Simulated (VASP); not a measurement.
# Mo (P6_3/mmc) in VASP: a series of runs

Runs on Mo. Level: PBE. Tasks: single point, relaxation of cell and atoms.

Program: VASP 6.6.1. These are calculated values, not measurements. Logs are shortened: lines on timing, memory, paths and dates and some standing lists are left out, and cuts for length are marked.

## 1. The cell of the first run

Symmetry: P6_3/mmc, No. 194, hexagonal system. The conventional cell has a = 2.768 Å, b = 2.768 Å, c = 4.910 Å, α = 90.00°, β = 90.00°, γ = 120.00°. Within 3.6 Å of Mo (site symmetry -6m2) lie 12 Mo at 2.77 to 2.93 Å.

This isn't the form of Mo at room conditions, which is bcc.

## 2. Single point, PBE

Contents of INCAR:

```
SYSTEM = Mo
PREC = Accurate
ENCUT = 520
EDIFF = 1E-7
ISMEAR = -1
SIGMA = 0.05
LREAL = .FALSE.
LASPH = .TRUE.
NELM = 80
ALGO = Normal
ISIF = 2
LWAVE = .FALSE.
LCHARG = .FALSE.
GGA = PE
NBANDS = 21
```

Contents of KPOINTS:

```
regular mesh
0
G
  17 17 9
  0 0 0
```

Contents of POSCAR:

```
Mo
1.0
    2.7678767621      0.0000000000      0.0000000000
   -1.3839383811      2.3970515906      0.0000000000
    0.0000000000      0.0000000000      4.9095663056
Mo
2
Direct
    0.3333333333      0.6666666667      0.2500000000
    0.6666666667      0.3333333333      0.7500000000
```

Potentials or basis: VASP PAW PBE potentials, release 64 (Mo_sv).

The run is started by

```
cat potpaw_PBE.64/Mo_sv/POTCAR > POTCAR
mpirun -np 1 vasp_std > vasp.out
```

OUTCAR:

```text
SYSTEM = Mo
   PREC = Accurate
   ENCUT = 520
   EDIFF = 1E-7
   ISMEAR = -1
   LREAL = .FALSE.
   LASPH = .TRUE.
   NELM = 80
   ISIF = 2
   GGA = PE

 ion  position               nearest neighbor table
   1  0.333  0.667  0.250-   2 2.93   2 2.93   2 2.93   2 2.93   2 2.93   2 2.93
   2  0.667  0.333  0.750-   1 2.93   1 2.93   1 2.93   1 2.93   1 2.93   1 2.93

  LATTYP: Found a hexagonal cell.
 ALAT       =     2.7678767621
 C/A-ratio  =     1.7737662214

  Lattice vectors:

 A1 = (   2.7678767621,   0.0000000000,   0.0000000000)
 A2 = (  -1.3839383811,   2.3970515906,   0.0000000000)
 A3 = (   0.0000000000,   0.0000000000,   4.9095663056)

Analysis of symmetry for initial positions (statically):
=====================================================================
 Subroutine PRICEL returns:
 Original cell was already a primitive cell.

 Routine SETGRP: Setting up the symmetry group for a
 hexagonal supercell.

 Subroutine GETGRP returns: Found 24 space group operations
 (whereof 12 operations were pure point group operations)
 out of a pool of 24 trial point group operations.

The static configuration has the point symmetry D_3d.
 The point group associated with its full space group is D_6h.

Analysis of symmetry for dynamics (positions and initial velocities):
=====================================================================
 Subroutine PRICEL returns:
 Original cell was already a primitive cell.

 Routine SETGRP: Setting up the symmetry group for a
 hexagonal supercell.

 Subroutine GETGRP returns: Found 24 space group operations
 (whereof 12 operations were pure point group operations)
 out of a pool of 24 trial point group operations.

The dynamic configuration has the point symmetry D_3d.
 The point group associated with its full space group is D_6h.

 Subroutine INISYM returns: Found 24 space group operations
 (whereof 12 operations are pure point group operations),
 and found     1 'primitive' translations

----------------------------------------------------------------------------------------

                                     Primitive cell

  volume of cell :      32.5737

  direct lattice vectors                    reciprocal lattice vectors
     2.767876762  0.000000000  0.000000000     0.361287762  0.208589586  0.000000000
    -1.383938381  2.397051591  0.000000000     0.000000000  0.417179173  0.000000000
     0.000000000  0.000000000  4.909566306     0.000000000  0.000000000  0.203683979

  length of vectors
     2.767876762  2.767876762  4.909566306     0.417179173  0.417179173  0.203683979

  position of ions in fractional coordinates (direct lattice)
     0.333333333  0.666666667  0.250000000
     0.666666667  0.333333333  0.750000000

  ion indices of the primitive-cell ions
   primitive index   ion index
                 1           1
                 2           2

----------------------------------------------------------------------------------------

 KPOINTS: regular mesh

Automatic generation of k-mesh.
 Grid dimensions read from file:
 generate k-points for:   17   17    9

 Generating k-lattice:

  Cartesian coordinates                     Fractional coordinates (reciprocal lattice)
     0.021252221  0.012269976  0.000000000     0.058823529  0.000000000  0.000000000
     0.000000000  0.024539951  0.000000000     0.000000000  0.058823529  0.000000000
     0.000000000  0.000000000  0.022631553     0.000000000  0.000000000  0.111111111

  Length of vectors
     0.024539951  0.024539951  0.022631553

  Shift w.r.t. Gamma in fractional coordinates (k-lattice)
     0.000000000  0.000000000  0.000000000

 Subroutine IBZKPT returns following result:
 ===========================================

 Found    165 irreducible k-points:

 Following reciprocal coordinates:
            Coordinates               Weight
  0.000000  0.000000  0.000000      1.000000
  0.058824  0.000000  0.000000      6.000000
  0.117647  0.000000  0.000000      6.000000
  0.176471  0.000000  0.000000      6.000000
  0.235294  0.000000  0.000000      6.000000
  0.294118 -0.000000  0.000000      6.000000
[... 16 lines left out ...]
  0.411765  0.117647  0.000000     12.000000
  0.176471  0.176471  0.000000      6.000000
 [... further k-points ...]
   k-points           NKPTS =    165   k-points in BZ     NKDIM =    165   number of bands    NBANDS=     21
   number of dos      NEDOS =    301   number of ions     NIONS =      2
   total plane-waves  NPLWV =  23040
   dimension x,y,z NGX =    24 NGY =   24 NGZ =   40
   dimension x,y,z NGXF=    48 NGYF=   48 NGZF=   80
   ions per type =               2
   NGX,Y,Z   is equivalent  to a cutoff of  14.42, 14.42, 13.54 a.u.
   NGXF,Y,Z  is equivalent  to a cutoff of  28.83, 28.83, 27.09 a.u.
 SYSTEM =  Mo
   PREC   = accura    normal or accurate (medium, high low for compatibility)
   ISTART =      0    job   : 0-new  1-cont  2-samecut
   ICHARG =      2    charge: 1-file 2-atom 10-const
   ISPIN  =      1    spin polarized calculation?
   LNONCOLLINEAR =      F non collinear calculations
   LSORBIT =      F    spin-orbit coupling
   LASPH  =      T    aspherical Exc in radial PAW
   ENCUT  =  520.0 eV  38.22 Ry    6.18 a.u.   5.15  5.15  9.13*2*pi/ulx,y,z
   NELM   =     80;   NELMIN=  2; NELMDL= -5     # of ELM steps
   EDIFF  = 0.1E-06   stopping-criterion for ELM
   LREAL  =      F    real-space projection
   EDIFFG = 0.1E-05   stopping-criterion for IOM
   NSW    =      0    number of steps for IOM
   IBRION =     -1    ionic relax: 0-MD 1-quasi-New 2-CG
   NFREE  =      0    steps in history (QN), initial steepest desc. (CG)
   ISIF   =      2    stress and relaxation
   ISYM   =      2    0-nonsym 1-usesym 2-fastsym
   POTIM  = 0.5000    time-step for ionic-motion
   TEBEG  =    0.0;   TEEND  =   0.0 temperature during run
   PSTRESS=    0.0 pullay stress
   NELECT =      28.0000    total number of electrons
   NUPDOWN=      -1.0000    fix difference up-down
   EMIN   =  10.00;   EMAX   =-10.00  energy-range for DOS
   EFERMI =   0.00;   METHOD = LEGACY
   ISMEAR =    -1;   SIGMA  =   0.05  broadening in eV -4-tet -1-fermi 0-gaus
   EFERMI_NEDOS =   21; number of points for ismear=-14 and -15
   IALGO  =     38    algorithm
   IMIX   =      4    mixing-type and parameters
     AMIX     =   0.40;   BMIX     =  1.00
     AMIX_MAG =   1.60;   BMIX_MAG =  1.00
  volume/ion in A,a.u.               =      16.29       109.91
  Fermi-wavevector in a.u.,A,eV,Ry     =   1.556581  2.941512 32.966165  2.422945
  Thomas-Fermi vector in A             =   2.660356
   LORBIT       =      0    0 simple, 1 ext, 2 COOP (PROOUT), +10 PAW based schemes
   GGA     = PE    functional components
   LHFCALC =     F    Hartree Fock is set to
   AEXX    =    0.0000 exact exchange contribution
   IVDW    =     0    specifies the selected vdW correction
   LEPSILON=     F    determine dielectric tensor
   LRPA    =     F    only Hartree local field effects (RPA)
 non-spin polarized calculation
  energy-cutoff  :      520.00
  volume of cell :       32.57
 maximum number of plane-waves:       894
 NGX is ok and might be reduce to    24
   NGX = 11   NGY = 11   NGZ = 19

 number of electron      27.9999996 magnetization

 Free energy of the ion-electron system (eV)
  ---------------------------------------------------
  ext. energy  EPLUGINS =         0.00000000
  ---------------------------------------------------
  free energy    TOTEN  =       -21.00702235 eV

  energy without entropy =      -20.98575181  energy(sigma->0) =      -20.99638708

 E-fermi :  11.6481     XC(G=0): -13.1375

 val. band max:       11.6453003199   @ k =   0.2941  -0.0000   0.3333
 cond. band min:      11.6506243874   @ k =   0.3529   0.1765   0.3333
 fundamental gap:      0.0053240676
 Fermi energy:        11.6480945004

 k-point     1 :       0.0000    0.0000    0.0000
  band No.  band energies     occupation
      1     -49.2071      2.00000
      2     -49.0582      2.00000
      3     -23.7459      2.00000
      4     -22.7373      2.00000
      5     -22.5826      2.00000
      6     -22.5826      2.00000
[... 13 lines left out ...]
     20      14.9562      0.00000
     21      21.1391      0.00000

 k-point     2 :       0.0588    0.0000    0.0000
  band No.  band energies     occupation
      1     -49.1997      2.00000
      2     -49.0529      2.00000
      3     -23.7324      2.00000
      4     -22.7390      2.00000
      5     -22.6252      2.00000
      6     -22.5943      2.00000
[... 13 lines left out ...]
     20      15.4509      0.00000
     21      21.1180      0.00000

 k-point     3 :       0.1176    0.0000    0.0000
  band No.  band energies     occupation
      1     -49.1782      2.00000
      2     -49.0379      2.00000
      3     -23.6928      2.00000
      4     -22.7468      2.00000
      5     -22.7443      2.00000
      6     -22.6467      2.00000
[... 13 lines left out ...]
     20      16.4704      0.00000
     21      21.0445      0.00000

 k-point     4 :       0.1765    0.0000    0.0000
  band No.  band energies     occupation
      1     -49.1451      2.00000
      2     -49.0154      2.00000
      3     -23.6303      2.00000
      4     -22.9297      2.00000
      5     -22.8276      2.00000
      6     -22.7547      2.00000
[... 13 lines left out ...]
     20      17.6378      0.00000
     21      20.9095      0.00000

 k-point     5 :       0.2353    0.0000    0.0000
  band No.  band energies     occupation
      1     -49.1043      2.00000
      2     -48.9888      2.00000
      3     -23.5500      2.00000
      4     -23.1477      2.00000
      5     -23.0394      2.00000
      6     -22.7717      2.00000
[... 13 lines left out ...]
     20      18.8280      0.00000
     21      20.7356      0.00000
[... 382 lines left out ...]
     20      20.9124      0.00000
     21      21.6085      0.00000

 k-point    22 :       0.3529    0.1176    0.0000
  band No.  band energies     occupation
      1     -48.9767      2.00000
      2     -48.9204      2.00000
      3     -23.6740      2.00000
      4     -23.5466      2.00000
      5     -23.2571      2.00000
      6     -22.9713      2.00000
[... 13 lines left out ...]
     20      20.8268      0.00000
     21      22.4733      0.00000

 k-point    23 :       0.4118    0.1176    0.0000
  band No.  band energies     occupation
      1     -48.9583      2.00000
      2     -48.9146      2.00000
      3     -23.7432      2.00000
      4     -23.6046      2.00000
      5     -23.2030      2.00000
      6     -23.0000      2.00000
[... 13 lines left out ...]
     20      19.9469      0.00000
     21      22.9433      0.00000

 k-point    24 :       0.1765    0.1765    0.0000
  band No.  band energies     occupation
      1     -49.0508      2.00000
      2     -48.9564      2.00000
      3     -23.4378      2.00000
      4     -23.2966      2.00000
      5     -23.2960      2.00000
      6     -22.8455      2.00000
[... 13 lines left out ...]
     20      20.5334      0.00000
     21      20.7945      0.00000

 [... further k-points ...]

------------------------ aborting loop because EDIFF is reached ----------------------------------------

  FORCE on cell =-STRESS in cart. coord.  units (eV):
  Direction    XX          YY          ZZ          XY          YZ          ZX
  --------------------------------------------------------------------------------------
  -------------------------------------------------------------------------------------
  Total       -0.4779280     -0.4779280     -0.3259466      0.0000000      0.0000000      0.0000000
  in kB      -23.5074630    -23.5074630    -16.0320784      0.0000000      0.0000000      0.0000000
  external PRESSURE =     -21.0156682 kB  Pullay stress =       0.0000000 kB

 VOLUME and BASIS-vectors are now :
 -----------------------------------------------------------------------------
  energy-cutoff  :      520.00
  volume of cell :       32.57
      direct lattice vectors                 reciprocal lattice vectors
     2.767876762  0.000000000  0.000000000     0.361287762  0.208589586  0.000000000
    -1.383938381  2.397051591  0.000000000     0.000000000  0.417179173  0.000000000
     0.000000000  0.000000000  4.909566306     0.000000000  0.000000000  0.203683979

 POSITION                                       TOTAL-FORCE (eV/Angst)
 -----------------------------------------------------------------------------------
     -0.00000      1.59803      1.22739         0.000000     -0.000000      0.000000
      1.38394      0.79902      3.68217        -0.000000      0.000000      0.000000
 -----------------------------------------------------------------------------------
    total drift:                               -0.000000      0.000000     -0.000000

  FREE ENERGIE OF THE ION-ELECTRON SYSTEM (eV)
  ---------------------------------------------------
  free  energy   TOTEN  =       -21.0070223465 eV

  energy  without entropy=      -20.9857518059  energy(sigma->0) =      -20.99638708
```

It took 58 s on 1 thread of AMD EPYC 9R45 (Zen 5), shared host; peak memory 0.19 GiB.

Results:

| Quantity | Value |
| --- | --- |
| Free energy | -21.0070 eV |
| Pressure | -2.1 GPa |
| Band gap on the k mesh | zero (bands 14 and 15 overlap by 1.78 eV) |

Levels at points of the mesh, in eV from the Fermi level:
| k point | band 12 | band 13 | band 14 | band 15 | band 16 | band 17 |
| --- | --- | --- | --- | --- | --- | --- |
| (0.00, 0.00, 0.00) | -0.63 | -0.63 | -0.14 | -0.14 | 0.59 | 1.42 |

## 3. Relaxation of cell and atoms, PBE

This run uses another cell than the first one, of 16.11 Å³/atom.

Contents of INCAR:

```
PREC     = Accurate       # precision mode
ENCUT    = 600            # plane-wave cutoff, eV
EDIFF    = 1E-7           # SCF threshold, eV
ISMEAR   = -1             # smearing method
SIGMA    = 0.05           # smearing width, eV
LREAL    = F              # projectors in reciprocal space
LASPH    = T              # aspherical terms in the spheres
NELM     = 60             # most SCF steps
ALGO     = Normal         # electronic algorithm
ISIF     = 3              # what is computed and relaxed
LWAVE    = F              # write WAVECAR
LCHARG   = F              # write CHGCAR
GGA      = PE             # functional
IBRION   = 2              # ionic algorithm
NSW      = 45             # ionic steps
EDIFFG   = -0.005         # ionic threshold
```

Contents of KPOINTS:

```
Automatic mesh
0
Gamma
  17 17 9
```

Contents of POSCAR:

```
Mo
1.0
    2.7564605642      0.0000000000      0.0000000000
   -1.3782302821      2.3871648732      0.0000000000
    0.0000000000      0.0000000000      4.8975145396
Mo
2
Direct
    0.3333333333      0.6666666667      0.2500000000
    0.6666666667      0.3333333333      0.7500000000
```

Potentials or basis: VASP PAW PBE potentials, release 64 (Mo_sv).

The run is started by

```
cat potpaw_PBE.64/Mo_sv/POTCAR > POTCAR
mpirun -np 1 vasp_std > vasp.out
```

It took 1.8 min on 1 thread of AMD EPYC 9R45 (Zen 5), shared host; peak memory 0.21 GiB.

Results (log left out):

| Quantity | Value |
| --- | --- |
| Free energy | -21.0088 eV |
| Relaxed volume | 16.14 Å³/atom |
| Relaxed cell | a = 2.758 Å, b = 2.758 Å, c = 4.900 Å, α = 90.00°, β = 90.00°, γ = 120.00° |
| Space group after relaxing (to 0.1 Å) | P6_3/mmc (No. 194) |
| Energy gained by relaxing | 0.0 meV/atom |
| Ionic steps | 3 |
| Pressure after relaxing | 0.0 GPa |
| Band gap on the k mesh | zero (bands 14 and 15 overlap by 1.81 eV) |

Final structure:
```cif
data_structure
_symmetry_space_group_name_H-M 'P 1'
_symmetry_Int_Tables_number 1
_cell_length_a 2.7580
_cell_length_b 2.7580
_cell_length_c 4.8995
_cell_angle_alpha 90.000
_cell_angle_beta 90.000
_cell_angle_gamma 120.000
_cell_volume 32.27
loop_
_atom_site_label
_atom_site_type_symbol
_atom_site_fract_x
_atom_site_fract_y
_atom_site_fract_z
_atom_site_occupancy
Mo1 Mo 0.33333 0.66667 0.25000 1
Mo2 Mo 0.66667 0.33333 0.75000 1
```

Levels at points of the mesh, in eV from the Fermi level:
| k point | band 12 | band 13 | band 14 | band 15 | band 16 | band 17 |
| --- | --- | --- | --- | --- | --- | --- |
| (0.00, 0.00, 0.00) | -0.64 | -0.64 | -0.15 | -0.15 | 0.60 | 1.45 |
